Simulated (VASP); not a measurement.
# HfGe (Pm-3m) in VASP: notebook

Runs on HfGe. Level: HSE06. Tasks: single point.

Everything below comes from runs of VASP 6.6.1. Logs are shortened: lines on timing, memory, paths and dates and some standing lists are left out, and cuts for length are marked.

### 1 The cell of the first run

The structure is cubic, space group Pm-3m (No. 221). The conventional cell has a = 3.501 Å, b = 3.501 Å, c = 3.501 Å, α = 90.00°, β = 90.00°, γ = 90.00°. Within 4.0 Å of Hf (site symmetry m-3m) lie 8 Ge at 3.03 Å and 6 Hf at 3.50 Å. Within 4.0 Å of Ge (site symmetry m-3m) lie 8 Hf at 3.03 Å and 6 Ge at 3.50 Å.

### 2 Single point, HSE06

Input file POSCAR:

```
HfGe
1.0
    3.5008378700      0.0000000000      0.0000000000
    0.0000000000      3.5008378700      0.0000000000
    0.0000000000      0.0000000000      3.5008378700
Hf Ge
1 1
Direct
    0.0000000000      0.0000000000      0.0000000000
    0.5000000000      0.5000000000      0.5000000000
```

Input file INCAR.step1:

```
SYSTEM = HfGe
  PREC = Accurate
  ENCUT = 520
  EDIFF = 1E-5
  ISMEAR = 0
  SIGMA = 0.1
  LREAL = .False.
  LASPH = .True.
  NELM = 100
  ALGO = Normal
  ISIF = 2
  LWAVE = .True.
  GGA = PE
  NBANDS = 19
```

Input file INCAR.step2:

```
SYSTEM = HfGe
  PREC = Accurate
  ENCUT = 520
  EDIFF = 1E-6
  ISMEAR = 0
  SIGMA = 0.1
  LREAL = .False.
  LASPH = .True.
  NELM = 100
  ALGO = Normal
  ISIF = 2
  LWAVE = .False.
  LCHARG = .True.
  GGA = PE
  LHFCALC = .True.
  HFSCREEN = 0.2079
  PRECFOCK = Normal
  LELF = .True.
  LVHAR = .True.
  ISTART = 1
  NBANDS = 19
```

Input file KPOINTS:

```
Automatic mesh
0
Gamma
  4 4 4
  0 0 0
```

Potentials or basis: VASP PAW PBE potentials, release 64 (Hf_pv, Ge_d).

On the command line:

```sh
> cat potpaw_PBE.64/Hf_pv/POTCAR potpaw_PBE.64/Ge_d/POTCAR > POTCAR
> cp INCAR.step1 INCAR
> mpirun -np 1 vasp_std > vasp.out
> cp INCAR.step2 INCAR
> mpirun -np 1 vasp_std > vasp.out
```

OUTCAR:

```text
SYSTEM = HfGe
   PREC = Accurate
   ENCUT = 520
   EDIFF = 1E-6
   ISMEAR = 0
   LREAL = .False.
   LASPH = .True.
   NELM = 100
   ISIF = 2
   GGA = PE
   LHFCALC = .True.
   HFSCREEN = 0.2079
   PRECFOCK = Normal
   ISTART = 1

 ion  position               nearest neighbor table
   1  0.000  0.000  0.000-   2 3.03   2 3.03   2 3.03   2 3.03   2 3.03   2 3.03   2 3.03   2 3.03

   2  0.500  0.500  0.500-   1 3.03   1 3.03   1 3.03   1 3.03   1 3.03   1 3.03   1 3.03   1 3.03

  LATTYP: Found a simple cubic cell.
 ALAT       =     3.5008378700

  Lattice vectors:

 A1 = (   3.5008378700,   0.0000000000,   0.0000000000)
 A2 = (   0.0000000000,   3.5008378700,   0.0000000000)
 A3 = (   0.0000000000,   0.0000000000,   3.5008378700)

Analysis of symmetry for initial positions (statically):
=====================================================================
 Subroutine PRICEL returns:
 Original cell was already a primitive cell.

 Routine SETGRP: Setting up the symmetry group for a
 simple cubic supercell.

 Subroutine GETGRP returns: Found 48 space group operations
 (whereof 48 operations were pure point group operations)
 out of a pool of 48 trial point group operations.

The static configuration has the point symmetry O_h .

Analysis of symmetry for dynamics (positions and initial velocities):
=====================================================================
 Subroutine PRICEL returns:
 Original cell was already a primitive cell.

 Routine SETGRP: Setting up the symmetry group for a
 simple cubic supercell.

 Subroutine GETGRP returns: Found 48 space group operations
 (whereof 48 operations were pure point group operations)
 out of a pool of 48 trial point group operations.

The dynamic configuration has the point symmetry O_h .

 Subroutine INISYM returns: Found 48 space group operations
 (whereof 48 operations are pure point group operations),
 and found     1 'primitive' translations

----------------------------------------------------------------------------------------

                                     Primitive cell

  volume of cell :      42.9058

  direct lattice vectors                    reciprocal lattice vectors
     3.500837870  0.000000000  0.000000000     0.285645905  0.000000000  0.000000000
     0.000000000  3.500837870  0.000000000     0.000000000  0.285645905  0.000000000
     0.000000000  0.000000000  3.500837870     0.000000000  0.000000000  0.285645905

  length of vectors
     3.500837870  3.500837870  3.500837870     0.285645905  0.285645905  0.285645905

  position of ions in fractional coordinates (direct lattice)
     0.000000000  0.000000000  0.000000000
     0.500000000  0.500000000  0.500000000

  ion indices of the primitive-cell ions
   primitive index   ion index
                 1           1
                 2           2

----------------------------------------------------------------------------------------

 KPOINTS: Automatic mesh

Automatic generation of k-mesh.
 Grid dimensions read from file:
 generate k-points for:    4    4    4

 Generating k-lattice:

  Cartesian coordinates                     Fractional coordinates (reciprocal lattice)
     0.071411476  0.000000000  0.000000000     0.250000000  0.000000000  0.000000000
     0.000000000  0.071411476  0.000000000     0.000000000  0.250000000  0.000000000
     0.000000000  0.000000000  0.071411476     0.000000000  0.000000000  0.250000000

  Length of vectors
     0.071411476  0.071411476  0.071411476

  Shift w.r.t. Gamma in fractional coordinates (k-lattice)
     0.000000000  0.000000000  0.000000000

 Subroutine IBZKPT returns following result:
 ===========================================

 Found     10 irreducible k-points:

 Following reciprocal coordinates:
            Coordinates               Weight
  0.000000  0.000000  0.000000      1.000000
  0.250000  0.000000  0.000000      6.000000
  0.500000  0.000000  0.000000      3.000000
  0.250000  0.250000  0.000000     12.000000
  0.500000  0.250000  0.000000     12.000000
  0.500000  0.500000  0.000000      3.000000
  0.250000  0.250000  0.250000      8.000000
  0.500000  0.250000  0.250000     12.000000
  0.500000  0.500000  0.250000      6.000000
  0.500000  0.500000  0.500000      1.000000
   k-points           NKPTS =     10   k-points in BZ     NKDIM =     64   number of bands    NBANDS=     19
   number of dos      NEDOS =    301   number of ions     NIONS =      2
   total plane-waves  NPLWV =  21952
   dimension x,y,z NGX =    28 NGY =   28 NGZ =   28
   dimension x,y,z NGXF=    56 NGYF=   56 NGZF=   56
   ions per type =               1   1
   NGX,Y,Z   is equivalent  to a cutoff of  13.30, 13.30, 13.30 a.u.
   NGXF,Y,Z  is equivalent  to a cutoff of  26.59, 26.59, 26.59 a.u.
 SYSTEM =  HfGe
   PREC   = accura    normal or accurate (medium, high low for compatibility)
   ISTART =      1    job   : 0-new  1-cont  2-samecut
   ICHARG =      0    charge: 1-file 2-atom 10-const
   ISPIN  =      1    spin polarized calculation?
   LNONCOLLINEAR =      F non collinear calculations
   LSORBIT =      F    spin-orbit coupling
   LASPH  =      T    aspherical Exc in radial PAW
   ENCUT  =  520.0 eV  38.22 Ry    6.18 a.u.   6.51  6.51  6.51*2*pi/ulx,y,z
   NELM   =    100;   NELMIN=  2; NELMDL=  0     # of ELM steps
   EDIFF  = 0.1E-05   stopping-criterion for ELM
   LREAL  =      F    real-space projection
   EDIFFG = 0.1E-04   stopping-criterion for IOM
   NSW    =      0    number of steps for IOM
   IBRION =     -1    ionic relax: 0-MD 1-quasi-New 2-CG
   NFREE  =      0    steps in history (QN), initial steepest desc. (CG)
   ISIF   =      2    stress and relaxation
   ISYM   =      3    0-nonsym 1-usesym 2-fastsym
   POTIM  = 0.5000    time-step for ionic-motion
   TEBEG  =    0.0;   TEEND  =   0.0 temperature during run
   PSTRESS=    0.0 pullay stress
   NELECT =      24.0000    total number of electrons
   NUPDOWN=      -1.0000    fix difference up-down
   EMIN   =  10.00;   EMAX   =-10.00  energy-range for DOS
   EFERMI =   0.00;   METHOD = LEGACY
   ISMEAR =     0;   SIGMA  =   0.10  broadening in eV -4-tet -1-fermi 0-gaus
   EFERMI_NEDOS =   21; number of points for ismear=-14 and -15
   IALGO  =     38    algorithm
   IMIX   =      1    mixing-type and parameters
     AMIX     =   0.40;   BMIX     =  1.00
     AMIX_MAG =   1.60;   BMIX_MAG =  1.00
  volume/ion in A,a.u.               =      21.45       144.77
  Fermi-wavevector in a.u.,A,eV,Ry     =   1.348880  2.549013 24.755483  1.819477
  Thomas-Fermi vector in A             =   2.476512
   LORBIT       =      0    0 simple, 1 ext, 2 COOP (PROOUT), +10 PAW based schemes
   GGA     = PE    functional components
   LHFCALC =     T    Hartree Fock is set to
   PRECFOCK=normal    Normal, Fast or Accurate (Low or Medium for compatibility)
   ENCUT4O =  -1.0   cutoff for four orbital integrals eV
   NKREDX  =     1    reduce k-point grid by
   NKREDY  =     1    reduce k-point grid by
   NKREDZ  =     1    reduce k-point grid by
   AEXX    =    0.2500 exact exchange contribution
   HFSCREEN=    0.2079 screening length (either q_TF or 0.3 A-1)
   HFSCREENC=   0.2079 screening length for correlation (either q_TF or 0.3 A-1)
   ENCUTFOCK=  -1.0 apply spherical cutoff to Coloumb kernel
   IVDW    =     0    specifies the selected vdW correction
   LEPSILON=     F    determine dielectric tensor
   LRPA    =     F    only Hartree local field effects (RPA)
 non-spin polarized calculation
 Gauss-broadening in eV      SIGMA  =   0.10
  energy-cutoff  :      520.00
  volume of cell :       42.91
 maximum number of plane-waves:      1189
 NGX is ok and might be reduce to    28
  NGX = 20; NGY = 20; NGZ = 20

 number of electron      23.9999984 magnetization

 Free energy of the ion-electron system (eV)
  ---------------------------------------------------
  ext. energy  EPLUGINS =         0.00000000
  ---------------------------------------------------
  free energy    TOTEN  =       -16.81002155 eV

  energy without entropy =      -16.80339634  energy(sigma->0) =      -16.80670894

 E-fermi :   5.5317     XC(G=0):  -9.1436

 val. band max:        5.4632518835   @ k =   0.2500   0.2500   0.0000
 cond. band min:       5.8966960284   @ k =   0.5000   0.2500   0.0000
 fundamental gap:      0.4334441449
 Fermi energy:         5.5316588577

 k-point     1 :       0.0000    0.0000    0.0000
  band No.  band energies     occupation
      1     -28.1987      2.00000
      2     -28.1987      2.00000
      3     -28.1987      2.00000
      4     -22.1612      2.00000
      5     -22.1612      2.00000
      6     -22.1475      2.00000
[... 11 lines left out ...]
     18       9.6555      0.00000
     19      16.6439      0.00000

 k-point     2 :       0.2500    0.0000    0.0000
  band No.  band energies     occupation
      1     -28.3024      2.00000
      2     -28.1898      2.00000
      3     -28.1898      2.00000
      4     -22.1604      2.00000
      5     -22.1498      2.00000
      6     -22.1487      2.00000
[... 11 lines left out ...]
     18      12.3944      0.00000
     19      13.9577      0.00000

 k-point     3 :       0.5000    0.0000    0.0000
  band No.  band energies     occupation
      1     -28.4020      2.00000
      2     -28.1804      2.00000
      3     -28.1804      2.00000
      4     -22.1596      2.00000
      5     -22.1498      2.00000
      6     -22.1498      2.00000
[... 11 lines left out ...]
     18      13.5997      0.00000
     19      13.5997      0.00000

 k-point     4 :       0.2500    0.2500    0.0000
  band No.  band energies     occupation
      1     -28.2933      2.00000
      2     -28.2884      2.00000
      3     -28.1806      2.00000
      4     -22.1548      2.00000
      5     -22.1526      2.00000
      6     -22.1509      2.00000
[... 99 lines left out ...]
     18      13.2914      0.00000
     19      14.0786      0.00000

 k-point     9 :       0.5000    0.5000    0.2500
  band No.  band energies     occupation
      1     -28.3613      2.00000
      2     -28.3613      2.00000
      3     -28.2572      2.00000
      4     -22.1583      2.00000
      5     -22.1542      2.00000
      6     -22.1542      2.00000
[... 11 lines left out ...]
     18      12.9310      0.00000
     19      14.9313      0.00000

 k-point    10 :       0.5000    0.5000    0.5000
  band No.  band energies     occupation
      1     -28.3479      2.00000
      2     -28.3479      2.00000
      3     -28.3479      2.00000
      4     -22.1540      2.00000
      5     -22.1540      2.00000
      6     -22.1540      2.00000
[... 11 lines left out ...]
     18      12.3819      0.00000
     19      13.7424      0.00000

------------------------ aborting loop because EDIFF is reached ----------------------------------------

  FORCE on cell =-STRESS in cart. coord.  units (eV):
  Direction    XX          YY          ZZ          XY          YZ          ZX
  --------------------------------------------------------------------------------------
  -------------------------------------------------------------------------------------
  Total       -3.4029808     -3.4029808     -3.4029808     -0.0000000      0.0000000     -0.0000000
  in kB     -127.0732351   -127.0732351   -127.0732351     -0.0000000      0.0000000     -0.0000000
  external PRESSURE =    -127.0732351 kB  Pullay stress =       0.0000000 kB

 VOLUME and BASIS-vectors are now :
 -----------------------------------------------------------------------------
  energy-cutoff  :      520.00
  volume of cell :       42.91
      direct lattice vectors                 reciprocal lattice vectors
     3.500837870  0.000000000  0.000000000     0.285645905  0.000000000  0.000000000
     0.000000000  3.500837870  0.000000000     0.000000000  0.285645905  0.000000000
     0.000000000  0.000000000  3.500837870     0.000000000  0.000000000  0.285645905

 POSITION                                       TOTAL-FORCE (eV/Angst)
 -----------------------------------------------------------------------------------
      0.00000      0.00000      0.00000         0.000000      0.000000      0.000000
      1.75042      1.75042      1.75042         0.000000      0.000000      0.000000
 -----------------------------------------------------------------------------------
    total drift:                               -0.000000     -0.000000      0.000000

  FREE ENERGIE OF THE ION-ELECTRON SYSTEM (eV)
  ---------------------------------------------------
  free  energy   TOTEN  =       -16.8100215494 eV

  energy  without entropy=      -16.8033963380  energy(sigma->0) =      -16.80670894
```

Run time: 13 min. Hardware: 1 thread of AMD EPYC 7R43 (Zen 3), shared host; peak memory 0.24 GiB.

Results:

* Free energy: -16.8100 eV
* Pressure: -12.7 GPa
* Band gap on the k mesh: zero (bands 12 and 13 overlap by 2.06 eV)

Caveat: the k points lie up to 0.45 Å⁻¹ apart, too coarse for converged energies and pressures of a metal; the PAW data sets were made with another functional, which shifts forces and pressure a little; spin-orbit coupling is left out, which moves the levels of the heavy elements.

### 3 Single point, HSE06

POSCAR is that of step 2.

Input file INCAR.step1:

```
  ALGO = Normal
  EDIFF = 1E-5
  ENCUT = 520
  GGA = PE
  ISIF = 2
  ISMEAR = 0
  LASPH = T
  LCHARG = F
  LREAL = F
  LWAVE = T
  NBANDS = 19
  NELM = 60
  PREC = Accurate
  SIGMA = 0.1
```

Input file INCAR.step2:

```
  ALGO = Normal
  EDIFF = 1E-6
  ENCUT = 520
  GGA = PE
  HFSCREEN = 0.2079
  ISIF = 2
  ISMEAR = 0
  ISTART = 1
  LASPH = T
  LCHARG = F
  LHFCALC = T
  LREAL = F
  LWAVE = F
  NBANDS = 19
  NELM = 60
  PREC = Accurate
  PRECFOCK = Normal
  SIGMA = 0.1
```

Input file KPOINTS:

```
k-points
0
Gamma
  4 4 4
```

Potentials or basis: VASP PAW PBE potentials, release 64 (Hf_pv, Ge_d).

On the command line:

```sh
> cat potpaw_PBE.64/Hf_pv/POTCAR potpaw_PBE.64/Ge_d/POTCAR > POTCAR
> cp INCAR.step1 INCAR
> mpirun -np 1 vasp_std > vasp.out
> cp INCAR.step2 INCAR
> mpirun -np 1 vasp_std > vasp.out
```

Wall time 12 min (1 thread of AMD EPYC 7R43 (Zen 3), shared host); peak memory 0.24 GiB.

Results (log left out):

- Free energy: -16.8100 eV
- Pressure: -12.7 GPa
- Band gap on the k mesh: zero (bands 12 and 13 overlap by 2.06 eV)

Levels at points of the mesh, in eV from the Fermi level:
```csv
k point,band 9,band 10,band 11,band 12,band 13,band 14,band 15,band 16
"(0.00, 0.00, 0.00)",-12.29,-1.65,-1.65,1.66,1.66,1.66,3.59,3.59
"(0.50, 0.00, 0.00)",-9.78,-6.87,-0.76,-0.41,-0.41,3.90,4.69,6.67
"(0.50, 0.50, 0.00)",-9.12,-3.53,-3.53,-2.17,1.82,1.82,3.71,3.81
"(0.50, 0.50, 0.50)",-6.81,-4.44,-4.44,-4.44,3.20,3.20,3.20,5.15
```

Caveat: the k points lie up to 0.45 Å⁻¹ apart, too coarse for converged energies and pressures of a metal; the PAW data sets were made with another functional, which shifts forces and pressure a little; spin-orbit coupling is left out, which moves the levels of the heavy elements.
